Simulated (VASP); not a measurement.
Wanted: the native input for a VASP 6.6.1 run.

```yaml
Task: single point
Functional: LDA
Potentials_or_basis: VASP PAW LDA potentials, release 64 (Pt)
Cutoff: 520 eV
k_mesh: 20 × 20 × 20
Occupations: gaussian, width 0.15 eV
Spin: no spin polarisation
Dipole_correction: no
Further_INCAR_settings: ALGO = Fast; EDIFF = 1e-06; NBANDS = 11
```

The structure of Pt lies in POSCAR:

```
Pt
1.0
    0.0000000000      1.9468328700      2.0490415957
    2.0539086778      0.0000000000      2.0490415957
    2.0539086778      1.9468328700      0.0000000000
Pt
1
Direct
    0.0000000000      0.0000000000      0.0000000000
```

This cell differs from its parent crystal: normal strain along x +0.0550, normal strain along z +0.0525.

These files were run (other wordings do the same):

INCAR

```
ALGO = Fast
EDIFF = 1E-6
ENCUT = 520
ISIF = 2
ISMEAR = 0
LASPH = T
LCHARG = F
LREAL = F
LWAVE = F
NBANDS = 11
NELM = 80
PREC = Accurate
SIGMA = 0.15
```

KPOINTS

```
k-points
0
Gamma
  20 20 20
```

Potentials or basis: VASP PAW LDA potentials, release 64 (Pt).

Command:

```console
$ cat potpaw_LDA.64/Pt/POTCAR > POTCAR
$ mpirun -np 1 vasp_std > vasp.out
```

Results of the run:

```
Pressure               : -23.5 GPa
Band gap on the k mesh : zero (bands 5 and 6 overlap by 2.11 eV)
```

Caveat: the cell differs from its parent crystal (normal strain along x +0.0550, normal strain along z +0.0525); the cell stands under tension; spin-orbit coupling is left out, which moves the levels of the heavy elements.

Wall time 110 s on 1 thread of Intel(R) Xeon(R) Platinum 8488C (Sapphire Rapids), on a shared host, peak memory 0.31 GiB.
